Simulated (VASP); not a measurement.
# CdH2O2 (P-3m1) in VASP: a series of runs, part 2 of 2

VASP 6.6.1.

### Step 4. Single point, PBEsol (strain -0.030 along x and y, +0.000 along z)

The input, INCAR:

```
SYSTEM = CdH2O2
  PREC = Accurate
  ENCUT = 520
  EDIFF = 1E-7
  ISMEAR = 0
  SIGMA = 0.05
  LREAL = .False.
  LASPH = .True.
  NELM = 100
  ALGO = Normal
  ISIF = 2
  LWAVE = .False.
  LCHARG = .False.
  GGA = PS
  NBANDS = 21
```

The input, KPOINTS:

```
Automatic mesh
0
Gamma
  9 9 6
  0 0 0
```

The input, POSCAR:

```
CdH2O2
1.0
    3.4100601858      0.0000000000      0.0000000000
   -1.7050300929      2.9531987493      0.0000000000
    0.0000000000      0.0000000000      4.6429792900
Cd H O
1 2 2
Direct
    0.0000000000      0.0000000000      0.0000000000
    0.6666666667      0.3333333333      0.5509607200
    0.3333333333      0.6666666667      0.4490392800
    0.6666666667      0.3333333333      0.7593720000
    0.3333333333      0.6666666667      0.2406280000
```

Potentials or basis: VASP PAW PBE potentials, release 64 (Cd, H, O).

On the command line:

```bash
$ cat potpaw_PBE.64/Cd/POTCAR potpaw_PBE.64/H/POTCAR potpaw_PBE.64/O/POTCAR > POTCAR
$ mpirun -np 1 vasp_std > vasp.out
```

OUTCAR:

```text
SYSTEM = CdH2O2
   PREC = Accurate
   ENCUT = 520
   EDIFF = 1E-7
   ISMEAR = 0
   LREAL = .False.
   LASPH = .True.
   NELM = 100
   ISIF = 2
   GGA = PS

 ion  position               nearest neighbor table
   1  0.000  0.000  0.000-   4 2.26   5 2.26   5 2.26   4 2.26   4 2.26   5 2.26
   2  0.667  0.333  0.551-   4 0.97
   3  0.333  0.667  0.449-   5 0.97
   4  0.667  0.333  0.759-   2 0.97   1 2.26   1 2.26   1 2.26
   5  0.333  0.667  0.241-   3 0.97   1 2.26   1 2.26   1 2.26

[... 780 lines left out ...]
  --------------------------------------------------------------------------------------
  -------------------------------------------------------------------------------------
  Total        2.0432623      2.0432623      1.9253393     -0.0000000      0.0000000      0.0000000
  in kB       70.0137330     70.0137330     65.9730238     -0.0000000      0.0000000      0.0000000
  external PRESSURE =      68.6668299 kB  Pullay stress =       0.0000000 kB

 VOLUME and BASIS-vectors are now :
 -----------------------------------------------------------------------------
  energy-cutoff  :      520.00
  volume of cell :       46.76
      direct lattice vectors                 reciprocal lattice vectors
     3.410060186  0.000000000  0.000000000     0.293249956  0.169307941  0.000000000
    -1.705030093  2.953198749  0.000000000     0.000000000  0.338615882  0.000000000
     0.000000000  0.000000000  4.642979290     0.000000000  0.000000000  0.215378949

 POSITION                                       TOTAL-FORCE (eV/Angst)
 -----------------------------------------------------------------------------------
      0.00000      0.00000      0.00000         0.000000      0.000000      0.000000
      1.70503      0.98440      2.55810        -0.000000      0.000000     -0.614981
     -0.00000      1.96880      2.08488         0.000000     -0.000000      0.614981
      1.70503      0.98440      3.52575        -0.000000      0.000000      0.249587
     -0.00000      1.96880      1.11723         0.000000     -0.000000     -0.249587
 -----------------------------------------------------------------------------------
    total drift:                                0.000000     -0.000000      0.000000

  FREE ENERGIE OF THE ION-ELECTRON SYSTEM (eV)
  ---------------------------------------------------
  free  energy   TOTEN  =       -23.4126114635 eV

  energy  without entropy=      -23.4126114635  energy(sigma->0) =      -23.41261146
```

stdout:

```text
POSCAR found type information on POSCAR CdH O
 POSCAR found :  3 types and       5 ions
 scaLAPACK will be used
 -----------------------------------------------------------------------------
|                                                                             |
|                                                                             |
|     You enforced a specific xc type in the INCAR file but a different       |
|     I HOPE YOU KNOW WHAT YOU ARE DOING!                                     |
|                                                                             |
 -----------------------------------------------------------------------------

 LDA part: xc-table for (Slater+PW92), standard interpolation
 POSCAR, INCAR and KPOINTS ok, starting setup
 FFT: planning ... GRIDC
 FFT: planning ... GRID_SOFT
 FFT: planning ... GRID
 WAVECAR not read
 entering main loop
```

Run time: 34 s. Hardware: 1 thread of Intel Xeon Platinum 8488C (Sapphire Rapids), shared host; peak memory 0.21 GiB.

What came out:

* Free energy: -23.4126 eV
* Pressure: 6.9 GPa
* Largest force: 0.615 eV/Å
* Band gap on the k mesh: 1.74 eV, indirect (least direct gap 2.05 eV)

Forces on the atoms (eV/Å):
```
Cd   0.000  0.000  0.000
H    0.000  0.000 -0.615
H    0.000  0.000  0.615
O    0.000  0.000  0.250
O    0.000  0.000 -0.250
```

Caveat: the cell differs from its parent crystal (strain -0.030 along x and y, +0.000 along z); the PAW data sets were made with another functional, which shifts forces and pressure a little.

### Step 5. Single point, PBEsol (strain -0.015 along x and y, -0.030 along z)

The input, INCAR:

```
PREC = Accurate ; ENCUT = 520
EDIFF = 1E-6 ; ISMEAR = 0
SIGMA = 0.05 ; LREAL = False
LASPH = True ; NELM = 60
ALGO = Normal ; ISIF = 2
LWAVE = False ; LCHARG = False
GGA = PS ; NBANDS = 21
```

The input, KPOINTS:

```
Automatic mesh
0
Gamma
  9 9 6
```

POSCAR: that of step 4 with these lines changed.

```diff
@@ -2,5 +2,5 @@
 1.0
-    3.4100601858      0.0000000000      0.0000000000
-   -1.7050300929      2.9531987493      0.0000000000
-    0.0000000000      0.0000000000      4.6429792900
+    3.4627930753      0.0000000000      0.0000000000
+   -1.7313965376      2.9988667712      0.0000000000
+    0.0000000000      0.0000000000      4.5036899113
 Cd H O
```

On the command line:

```bash
$ cat potpaw_PBE.64/Cd/POTCAR potpaw_PBE.64/H/POTCAR potpaw_PBE.64/O/POTCAR > POTCAR
$ mpirun -np 1 vasp_std > vasp.out
```

It took 31 s on 1 thread of Intel Xeon Platinum 8488C (Sapphire Rapids), shared host; peak memory 0.21 GiB.

It converged, with:

| Property | Result |
| --- | --- |
| Free energy | -23.3586 eV |
| Pressure | 9.1 GPa |
| Largest force | 2.238 eV/Å |
| Band gap on the k mesh | 1.78 eV, indirect (least direct gap 2.15 eV) |

Forces in eV/Å, atoms in the order of the input:
```
Cd   0.000  0.000  0.000
H    0.000  0.000 -2.238
H    0.000  0.000  2.238
O    0.000  0.000  1.888
O    0.000  0.000 -1.888
```

Stress tensor (GPa, compression positive):
```
 4.84  0.00  0.00
 0.00  4.84  0.00
 0.00  0.00 17.76
```

Levels at points of the mesh, in eV from the valence-band top:
```
           k point  band 11  band 12  band 13  band 14  band 15  band 16
(0.00, 0.00, 0.00)    -1.24    -0.37    -0.37     1.78     6.10    10.62
(0.00, 0.00, 0.50)    -1.51    -0.05    -0.05     4.28     4.67    11.49
```

Caveat: the cell differs from its parent crystal (strain -0.015 along x and y, -0.030 along z); the PAW data sets were made with another functional, which shifts forces and pressure a little. A k mesh can miss the band edges.

### Step 6. The runs side by side

```csv
cell,gap on the mesh (eV),pressure (GPa),largest force (eV/Å)
"a = 3.410, b = 3.410, c = 4.504 Å, angles 90.0, 90.0, 120.0°, 5 atoms",1.85,13.3,2.23
"a = 3.410, b = 3.410, c = 4.573 Å, angles 90.0, 90.0, 120.0°, 5 atoms",1.80,9.9,1.38
"a = 3.410, b = 3.410, c = 4.643 Å, angles 90.0, 90.0, 120.0°, 5 atoms",1.74,6.9,0.61
"a = 3.463, b = 3.463, c = 4.504 Å, angles 90.0, 90.0, 120.0°, 5 atoms",1.78,9.1,2.24
```

Alike in all rows: task single point; level PBEsol; potentials or basis VASP PAW PBE potentials, release 64 (Cd, H, O); no spin polarisation; k mesh 9 × 9 × 6; cutoff (eV) 520; smearing gaussian 0.05 eV.

Caveats: the PAW data sets were made with another functional, which shifts forces and pressure a little.

Total energies depend on the potentials used, so only differences within one code and one set of settings carry meaning.
